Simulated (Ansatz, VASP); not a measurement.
## Co in VASP and in Ansatz

INCAR

```
SYSTEM = Co
ALGO = Normal ; EDIFF = 1E-6
ENCUT = 520 ; GGA = PE
ISIF = 2 ; ISMEAR = -1
LASPH = .True. ; LCHARG = .False.
LREAL = .False. ; LWAVE = .False.
NBANDS = 16 ; NELM = 100
PREC = Accurate ; SIGMA = 0.08
```

The input KPOINTS:

```
k-points
0
Gamma
  15 15 8
  0 0 0
```

The input POSCAR:

```
Co
1.0
    2.3836018896      0.0000000000      0.0000000000
   -1.1918009448      2.0642597889      0.0000000000
    0.0000000000      0.0000000000      3.8937852023
Co
2
Direct
    0.6666666667      0.3333333333      0.2598610000
    0.3333333333      0.6666666667      0.7401390000
```

Input for Ansatz:

```yaml
crystal:
  lattice:
    - [2.3836018896, 0.0, 0.0]
    - [-1.1918009448, 2.0642597889, 0.0]
    - [0.0, 0.0, 3.8937852023]
  atoms:
    - { symbol: Co, position: [0.6666666667, 0.3333333333, 0.259861] }
    - { symbol: Co, position: [0.3333333333, 0.6666666667, 0.740139] }
kpoints:
  mp_grid: { grid: [15, 15, 8] }
scf:
  occupations: { method: fermi_dirac, width: 0.08 }
  lower_state_search: "off"
hamiltonian:
  xc: pbe
  pseudopotentials: { kind: paw }
output:
  forces: true
  stress: true
  eigenvalues: true
```

Change from the starting cell: volume scaled by 0.88, no spin polarisation, PAW files.

Alike in both runs: task single point; functional PBE; k mesh 15 × 15 × 8; occupations fermi-dirac, width 0.08 eV; no spin polarisation.

|  | VASP | Ansatz |
| --- | --- | --- |
| version | VASP 6.6.1 | Ansatz 0.2.0 |
| potentials or method | VASP PAW PBE potentials, release 64 (Co) | PAW with Ansatz's default frozen-core files, scalar-relativistic |
| plane-wave cutoff (eV) | 520 | 420 |
| valence electrons in the cell | 18 | 34 |

|  | VASP | Ansatz | Ansatz less VASP |
| --- | --- | --- | --- |
| pressure (GPa) | 23.2 | 24.5 | +1.35 |
| traceless stress, the component that is largest in VASP (GPa) | -2.58 | -2.61 | -0.022 |
| rms of the force components (eV/Å) | 0.594 | 0.605 | +0.0108 |

Atom by atom the forces differ by 0.011 eV/Å (rms over components). VASP's potentials hold 18 valence electrons a cell and Ansatz's 34, so a difference there can come from the potentials and not from the codes.
